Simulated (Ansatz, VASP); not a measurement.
## Two plane-wave programs on AlB2Ru3

```
Al B Ru
1.0
     3.83323    0.00000    0.00000
     0.00000    3.83323    0.00000
     0.00000    0.00000    7.18115
Al B Ru
1 2 3
Direct
  0.50000 0.50000 0.00000
  0.50000 0.00000 0.50000
  0.00000 0.50000 0.50000
  0.00000 0.00000 0.50000
  0.00000 0.00000 0.84573
  0.00000 0.00000 0.15427
```

Alike in both runs: task single point; functional PBE; k mesh 4 × 4 × 4; occupations gaussian, width 0.1 eV; collinear spin.

```csv
,VASP,Ansatz
version,VASP 6.6.1,Ansatz 0.2.0
potentials or method,"VASP PAW PBE potentials, release 64 (Al, B, Ru_pv), cutoff 520 eV","scalar-relativistic, plane waves, PAW"
valence electrons in the cell,51,57
```

```csv
,VASP,Ansatz,Ansatz less VASP
gap on the k mesh at the Fermi level (eV),none,none,-
pressure (GPa),0.2,0.1,-0.14
"traceless stress, the component that is largest in VASP (GPa)",-1.89,-2.25,-0.357
rms of the force components (eV/Å),0.066,0.124,+0.0582
net moment per atom (μB),0.00,0.00,0.000
```

Atom by atom the forces differ by 0.058 eV/Å (rms over components). A gap of «none» marks a metal or a gap that the smearing closes. The functional is the same, so the differences come from potentials, cutoffs and numerics. VASP's potentials hold 51 valence electrons a cell and Ansatz's 57, so a difference there can come from the potentials and not from the codes. Ansatz's warnings: seeded moment not kept.

The k mesh is coarse, so the values compare programs but aren't converged.
